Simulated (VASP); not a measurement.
# Bi (P-3m1) in VASP: notebook

Bi is run at these levels: PBE, LDA; tasks: single point.

Program: VASP 6.6.1. These are calculated values, not measurements. Logs are shortened: lines on timing, memory, paths and dates and some standing lists are left out, and cuts for length are marked.

## Step 1: The cell of the first run

The structure is trigonal, space group P-3m1 (No. 164). Conventional cell: a = 4.506 Å, b = 4.506 Å, c = 9.502 Å, α = 90.00°, β = 90.00°, γ = 120.00°. Within 4.1 Å of Bi (site symmetry 3m) lie 4 Bi at 3.08 to 3.63 Å. Within 4.1 Å of Bi (site symmetry 3m) lie 6 Bi at 3.08 to 3.66 Å.

The cell was generated, and may not be a known phase.

## Step 2: Single point, PBE

INCAR reads:

```
SYSTEM = Bi
  ALGO = Fast
  EDIFF = 1E-6
  ENCUT = 520
  GGA = PE
  ISIF = 2
  ISMEAR = 0
  LASPH = .TRUE.
  LCHARG = .FALSE.
  LREAL = .FALSE.
  LWAVE = .FALSE.
  NBANDS = 38
  NELM = 100
  PREC = Accurate
  SIGMA = 0.1
```

KPOINTS reads:

```
k-points
0
G
  12 12 6
  0 0 0
```

POSCAR reads:

```
Bi
1.0
    4.5061988084      0.0000000000      0.0000000000
   -2.2530994042      3.9024826426      0.0000000000
    0.0000000000      0.0000000000      9.5016786546
Bi
4
Direct
    0.0000000000      0.0000000000      0.8092172887
    0.0000000000      0.0000000000      0.1907827113
    0.3333333333      0.6666666667      0.6352661918
    0.6666666667      0.3333333333      0.3647338082
```

Potentials or basis: VASP PAW PBE potentials, release 64 (Bi_d).

Started as:

```console
> cat potpaw_PBE.64/Bi_d/POTCAR > POTCAR
> mpirun -np 1 vasp_std > vasp.out
```

OUTCAR:

```text
SYSTEM = Bi
   EDIFF = 1E-6
   ENCUT = 520
   GGA = PE
   ISIF = 2
   ISMEAR = 0
   LASPH = .TRUE.
   LREAL = .FALSE.
   NELM = 100
   PREC = Accurate

 ion  position               nearest neighbor table
   1  0.000  0.000  0.809-   3 3.08   3 3.08   3 3.08   2 3.63
   2  0.000  0.000  0.191-   4 3.08   4 3.08   4 3.08   1 3.63
   3  0.333  0.667  0.635-   1 3.08   1 3.08   1 3.08   4 3.66   4 3.66   4 3.66
   4  0.667  0.333  0.365-   2 3.08   2 3.08   2 3.08   3 3.66   3 3.66   3 3.66

  LATTYP: Found a hexagonal cell.
 ALAT       =     4.5061988084
 C/A-ratio  =     2.1085795498

  Lattice vectors:

 A1 = (   4.5061988084,   0.0000000000,   0.0000000000)
 A2 = (  -2.2530994042,   3.9024826426,   0.0000000000)
 A3 = (   0.0000000000,   0.0000000000,   9.5016786546)

Analysis of symmetry for initial positions (statically):
=====================================================================
 Subroutine PRICEL returns:
 Original cell was already a primitive cell.

 Routine SETGRP: Setting up the symmetry group for a
 hexagonal supercell.

 Subroutine GETGRP returns: Found 12 space group operations
 (whereof 12 operations were pure point group operations)
 out of a pool of 24 trial point group operations.

The static configuration has the point symmetry D_3d.

Analysis of symmetry for dynamics (positions and initial velocities):
=====================================================================
 Subroutine PRICEL returns:
 Original cell was already a primitive cell.

 Routine SETGRP: Setting up the symmetry group for a
 hexagonal supercell.

 Subroutine GETGRP returns: Found 12 space group operations
 (whereof 12 operations were pure point group operations)
 out of a pool of 24 trial point group operations.

The dynamic configuration has the point symmetry D_3d.

 Subroutine INISYM returns: Found 12 space group operations
 (whereof 12 operations are pure point group operations),
 and found     1 'primitive' translations

----------------------------------------------------------------------------------------

                                     Primitive cell

  volume of cell :     167.0905

  direct lattice vectors                    reciprocal lattice vectors
     4.506198808  0.000000000  0.000000000     0.221916529  0.128123568  0.000000000
    -2.253099404  3.902482643  0.000000000     0.000000000  0.256247136  0.000000000
     0.000000000  0.000000000  9.501678655     0.000000000  0.000000000  0.105244561

  length of vectors
     4.506198808  4.506198808  9.501678655     0.256247136  0.256247136  0.105244561

  position of ions in fractional coordinates (direct lattice)
     0.000000000  0.000000000  0.809217289
     0.000000000  0.000000000  0.190782711
     0.333333333  0.666666667  0.635266192
     0.666666667  0.333333333  0.364733808

  ion indices of the primitive-cell ions
   primitive index   ion index
                 1           1
                 2           2
                 3           3
                 4           4

----------------------------------------------------------------------------------------

 KPOINTS: k-points

Automatic generation of k-mesh.
 Grid dimensions read from file:
 generate k-points for:   12   12    6

 Generating k-lattice:

  Cartesian coordinates                     Fractional coordinates (reciprocal lattice)
     0.018493044  0.010676964  0.000000000     0.083333333  0.000000000  0.000000000
     0.000000000  0.021353928  0.000000000     0.000000000  0.083333333  0.000000000
     0.000000000  0.000000000  0.017540760     0.000000000  0.000000000  0.166666667

  Length of vectors
     0.021353928  0.021353928  0.017540760

  Shift w.r.t. Gamma in fractional coordinates (k-lattice)
     0.000000000  0.000000000  0.000000000

 Subroutine IBZKPT returns following result:
 ===========================================

 Found    100 irreducible k-points:

 Following reciprocal coordinates:
            Coordinates               Weight
  0.000000  0.000000  0.000000      1.000000
  0.083333  0.000000  0.000000      6.000000
  0.166667 -0.000000  0.000000      6.000000
  0.250000  0.000000  0.000000      6.000000
  0.333333 -0.000000  0.000000      6.000000
  0.416667 -0.000000  0.000000      6.000000
[... 16 lines left out ...]
  0.166667 -0.000000  0.166667      6.000000
  0.000000  0.166667  0.166667      6.000000
 [... further k-points ...]
   k-points           NKPTS =    100   k-points in BZ     NKDIM =    100   number of bands    NBANDS=     38
   number of dos      NEDOS =    301   number of ions     NIONS =      4
   total plane-waves  NPLWV =  93312
   dimension x,y,z NGX =    36 NGY =   36 NGZ =   72
   dimension x,y,z NGXF=    72 NGYF=   72 NGZF=  144
   ions per type =               4
   NGX,Y,Z   is equivalent  to a cutoff of  13.28, 13.28, 12.60 a.u.
   NGXF,Y,Z  is equivalent  to a cutoff of  26.56, 26.56, 25.19 a.u.
 SYSTEM =  Bi
   PREC   = accura    normal or accurate (medium, high low for compatibility)
   ISTART =      0    job   : 0-new  1-cont  2-samecut
   ICHARG =      2    charge: 1-file 2-atom 10-const
   ISPIN  =      1    spin polarized calculation?
   LNONCOLLINEAR =      F non collinear calculations
   LSORBIT =      F    spin-orbit coupling
   LASPH  =      T    aspherical Exc in radial PAW
   ENCUT  =  520.0 eV  38.22 Ry    6.18 a.u.   8.38  8.38 17.67*2*pi/ulx,y,z
   NELM   =    100;   NELMIN=  2; NELMDL= -5     # of ELM steps
   EDIFF  = 0.1E-05   stopping-criterion for ELM
   LREAL  =      F    real-space projection
   EDIFFG = 0.1E-04   stopping-criterion for IOM
   NSW    =      0    number of steps for IOM
   IBRION =     -1    ionic relax: 0-MD 1-quasi-New 2-CG
   NFREE  =      0    steps in history (QN), initial steepest desc. (CG)
   ISIF   =      2    stress and relaxation
   ISYM   =      2    0-nonsym 1-usesym 2-fastsym
   POTIM  = 0.5000    time-step for ionic-motion
   TEBEG  =    0.0;   TEEND  =   0.0 temperature during run
   PSTRESS=    0.0 pullay stress
   NELECT =      60.0000    total number of electrons
   NUPDOWN=      -1.0000    fix difference up-down
   EMIN   =  10.00;   EMAX   =-10.00  energy-range for DOS
   EFERMI =   0.00;   METHOD = LEGACY
   ISMEAR =     0;   SIGMA  =   0.10  broadening in eV -4-tet -1-fermi 0-gaus
   EFERMI_NEDOS =   21; number of points for ismear=-14 and -15
   IALGO  =     68    algorithm
   IMIX   =      4    mixing-type and parameters
     AMIX     =   0.40;   BMIX     =  1.00
     AMIX_MAG =   1.60;   BMIX_MAG =  1.00
  volume/ion in A,a.u.               =      41.77       281.90
  Fermi-wavevector in a.u.,A,eV,Ry     =   1.163612  2.198907 18.422178  1.353992
  Thomas-Fermi vector in A             =   2.300159
   LORBIT       =      0    0 simple, 1 ext, 2 COOP (PROOUT), +10 PAW based schemes
   GGA     = PE    functional components
   LHFCALC =     F    Hartree Fock is set to
   AEXX    =    0.0000 exact exchange contribution
   IVDW    =     0    specifies the selected vdW correction
   LEPSILON=     F    determine dielectric tensor
   LRPA    =     F    only Hartree local field effects (RPA)
 non-spin polarized calculation
 RMM-DIIS sequential band-by-band and
 Gauss-broadening in eV      SIGMA  =   0.10
  energy-cutoff  :      520.00
  volume of cell :      167.09
 maximum number of plane-waves:      4536
 NGX is ok and might be reduce to    36
   NGX = 17   NGY = 17   NGZ = 35

 number of electron      60.0000001 magnetization

 Free energy of the ion-electron system (eV)
  ---------------------------------------------------
  ext. energy  EPLUGINS =         0.00000000
  ---------------------------------------------------
  free energy    TOTEN  =       -15.35825398 eV

  energy without entropy =      -15.35389493  energy(sigma->0) =      -15.35607446

 E-fermi :   4.8969     XC(G=0):  -8.5978

 val. band max:        4.8874241873   @ k =   0.1667  -0.0000   0.3333
 cond. band min:       4.9063249966   @ k =   0.0833   0.0000   0.1667
 fundamental gap:      0.0189008093
 Fermi energy:         4.8968936931

 k-point     1 :       0.0000    0.0000    0.0000
  band No.  band energies     occupation
      1     -18.1339      2.00000
      2     -18.1339      2.00000
      3     -18.1066      2.00000
      4     -18.1066      2.00000
      5     -18.0082      2.00000
      6     -18.0082      2.00000
[... 30 lines left out ...]
     37       9.3270      0.00000
     38      10.4098      0.00000

 k-point     2 :       0.0833    0.0000    0.0000
  band No.  band energies     occupation
      1     -18.1333      2.00000
      2     -18.1288      2.00000
      3     -18.1058      2.00000
      4     -18.1020      2.00000
      5     -18.0081      2.00000
      6     -18.0049      2.00000
[... 30 lines left out ...]
     37       9.7560      0.00000
     38      10.3461      0.00000

 k-point     3 :       0.1667   -0.0000    0.0000
  band No.  band energies     occupation
      1     -18.1318      2.00000
      2     -18.1141      2.00000
      3     -18.1034      2.00000
      4     -18.0884      2.00000
      5     -18.0093      2.00000
      6     -17.9973      2.00000
[... 30 lines left out ...]
     37       9.7576      0.00000
     38      10.4047      0.00000

 k-point     4 :       0.2500    0.0000    0.0000
  band No.  band energies     occupation
      1     -18.1298      2.00000
      2     -18.1001      2.00000
      3     -18.0908      2.00000
      4     -18.0668      2.00000
      5     -18.0123      2.00000
      6     -17.9979      2.00000
[... 30 lines left out ...]
     37       9.5116      0.00000
     38      10.7607      0.00000
[... 703 lines left out ...]
      4     -18.1018      2.00000
      5     -18.0081      2.00000
      6     -18.0049      2.00000
[... 30 lines left out ...]
     37       9.8438      0.00000
     38      10.2520      0.00000

 k-point    23 :       0.1667   -0.0000    0.1667
  band No.  band energies     occupation
      1     -18.1312      2.00000
      2     -18.1157      2.00000
      3     -18.1042      2.00000
      4     -18.0864      2.00000
      5     -18.0082      2.00000
      6     -17.9981      2.00000
[... 30 lines left out ...]
     37       9.8156      0.00000
     38      10.2898      0.00000

 k-point    24 :       0.0000    0.1667    0.1667
  band No.  band energies     occupation
      1     -18.1334      2.00000
      2     -18.1134      2.00000
      3     -18.1015      2.00000
      4     -18.0893      2.00000
      5     -18.0102      2.00000
      6     -17.9973      2.00000
[... 30 lines left out ...]
     37       9.7893      0.00000
     38      10.5253      0.00000

 [... further k-points ...]

------------------------ aborting loop because EDIFF is reached ----------------------------------------

  FORCE on cell =-STRESS in cart. coord.  units (eV):
  Direction    XX          YY          ZZ          XY          YZ          ZX
  --------------------------------------------------------------------------------------
  -------------------------------------------------------------------------------------
  Total       -0.0518094     -0.0518094     -0.0889094      0.0000000      0.0000000      0.0000000
  in kB       -0.4967841     -0.4967841     -0.8525236      0.0000000      0.0000000      0.0000000
  external PRESSURE =      -0.6153639 kB  Pullay stress =       0.0000000 kB

 VOLUME and BASIS-vectors are now :
 -----------------------------------------------------------------------------
  energy-cutoff  :      520.00
  volume of cell :      167.09
      direct lattice vectors                 reciprocal lattice vectors
     4.506198808  0.000000000  0.000000000     0.221916529  0.128123568  0.000000000
    -2.253099404  3.902482643  0.000000000     0.000000000  0.256247136  0.000000000
     0.000000000  0.000000000  9.501678655     0.000000000  0.000000000  0.105244561

 POSITION                                       TOTAL-FORCE (eV/Angst)
 -----------------------------------------------------------------------------------
      0.00000      0.00000      7.68892         0.000000      0.000000      0.010274
      0.00000      0.00000      1.81276        -0.000000      0.000000     -0.010274
     -0.00000      2.60166      6.03610        -0.000000      0.000000      0.000495
      2.25310      1.30083      3.46558         0.000000     -0.000000     -0.000495
 -----------------------------------------------------------------------------------
    total drift:                               -0.000000      0.000000     -0.000000

  FREE ENERGIE OF THE ION-ELECTRON SYSTEM (eV)
  ---------------------------------------------------
  free  energy   TOTEN  =       -15.3582539848 eV

  energy  without entropy=      -15.3538949311  energy(sigma->0) =      -15.35607446
```

Run time: 8.9 min. Hardware: 1 thread of Oxide Virtual Turin-like, shared host; peak memory 0.55 GiB.

What came out:

```
Free energy            : -15.3583 eV
Pressure               : -0.1 GPa
Largest force          : 0.010 eV/Å
Band gap on the k mesh : zero (bands 30 and 31 overlap by 0.24 eV)
```

Forces in eV/Å, atoms in the order of the input:
```
Bi   0.000  0.000  0.010
Bi   0.000  0.000 -0.010
Bi   0.000  0.000  0.000
Bi   0.000  0.000  0.000
```

Caveat: spin-orbit coupling is left out, which moves the levels of the heavy elements.

## Step 3: Single point, LDA

INCAR reads:

```
ALGO     = Fast           # electronic algorithm
EDIFF    = 1E-6           # SCF threshold, eV
ENCUT    = 520            # plane-wave cutoff, eV
ISIF     = 2              # what is computed and relaxed
ISMEAR   = 0              # smearing method
LASPH    = True           # aspherical terms in the spheres
LCHARG   = False          # write CHGCAR
LREAL    = False          # projectors in reciprocal space
LWAVE    = False          # write WAVECAR
NBANDS   = 38             # bands
NELM     = 60             # most SCF steps
PREC     = Accurate       # precision mode
SIGMA    = 0.1            # smearing width, eV
```

KPOINTS reads:

```
k-points
0
Gamma
  12 12 6
```

POSCAR is that of step 2.

Potentials or basis: VASP PAW LDA potentials, release 64 (Bi_d).

Started as:

```console
> cat potpaw_LDA.64/Bi_d/POTCAR > POTCAR
> mpirun -np 1 vasp_std > vasp.out
```

OUTCAR:

```text
EDIFF = 1E-6
   ENCUT = 520
   ISIF = 2
   ISMEAR = 0
   LASPH = True
   LREAL = False
   NELM = 60
   PREC = Accurate

 ion  position               nearest neighbor table
   1  0.000  0.000  0.809-   3 3.08   3 3.08   3 3.08   2 3.63
   2  0.000  0.000  0.191-   4 3.08   4 3.08   4 3.08   1 3.63
   3  0.333  0.667  0.635-   1 3.08   1 3.08   1 3.08   4 3.66   4 3.66   4 3.66
   4  0.667  0.333  0.365-   2 3.08   2 3.08   2 3.08   3 3.66   3 3.66   3 3.66

  LATTYP: Found a hexagonal cell.
 ALAT       =     4.5061988084
[... 1185 lines left out ...]
  --------------------------------------------------------------------------------------
  -------------------------------------------------------------------------------------
  Total       -2.8488988     -2.8488988     -3.0717204      0.0000000      0.0000000      0.0000000
  in kB      -27.3171850    -27.3171850    -29.4537497      0.0000000      0.0000000      0.0000000
  external PRESSURE =     -28.0293732 kB  Pullay stress =       0.0000000 kB

 VOLUME and BASIS-vectors are now :
 -----------------------------------------------------------------------------
  energy-cutoff  :      520.00
  volume of cell :      167.09
      direct lattice vectors                 reciprocal lattice vectors
     4.506198808  0.000000000  0.000000000     0.221916529  0.128123568  0.000000000
    -2.253099404  3.902482643  0.000000000     0.000000000  0.256247136  0.000000000
     0.000000000  0.000000000  9.501678655     0.000000000  0.000000000  0.105244561

 POSITION                                       TOTAL-FORCE (eV/Angst)
 -----------------------------------------------------------------------------------
      0.00000      0.00000      7.68892         0.000000     -0.000000     -0.257683
      0.00000      0.00000      1.81276        -0.000000      0.000000      0.257683
     -0.00000      2.60166      6.03610        -0.000000      0.000000      0.164271
      2.25310      1.30083      3.46558         0.000000     -0.000000     -0.164271
 -----------------------------------------------------------------------------------
    total drift:                               -0.000000      0.000000     -0.000000

  FREE ENERGIE OF THE ION-ELECTRON SYSTEM (eV)
  ---------------------------------------------------
  free  energy   TOTEN  =       -17.7309490162 eV

  energy  without entropy=      -17.7265307654  energy(sigma->0) =      -17.72873989
```

Wall time 7.6 min (1 thread of Oxide Virtual Turin-like, shared host); peak memory 0.5 GiB.

What came out:

| Item | Value |
| --- | --- |
| Free energy | -17.7309 eV |
| Pressure | -2.8 GPa |
| Largest force | 0.258 eV/Å |
| Band gap on the k mesh | zero (bands 30 and 31 overlap by 0.27 eV) |

Forces on the atoms (eV/Å):
```
Bi   0.000  0.000 -0.258
Bi   0.000  0.000  0.258
Bi   0.000  0.000  0.164
Bi   0.000  0.000 -0.164
```

Levels at points of the mesh, in eV from the Fermi level:
| k point | band 27 | band 28 | band 29 | band 30 | band 31 | band 32 | band 33 | band 34 |
| --- | --- | --- | --- | --- | --- | --- | --- | --- |
| (0.00, 0.00, 0.00) | -0.89 | -0.89 | -0.77 | -0.77 | 0.83 | 1.53 | 1.53 | 1.56 |
| (0.50, 0.00, 0.00) | -2.44 | -2.11 | -1.78 | -1.62 | 0.85 | 1.17 | 1.60 | 1.80 |
| (0.00, 0.00, 0.50) | -1.01 | -1.01 | -0.59 | -0.59 | 0.92 | 1.22 | 1.22 | 1.38 |
| (0.50, 0.00, 0.50) | -2.64 | -2.33 | -1.81 | -1.21 | 0.03 | 1.36 | 2.17 | 2.26 |

Caveat: spin-orbit coupling is left out, which moves the levels of the heavy elements.
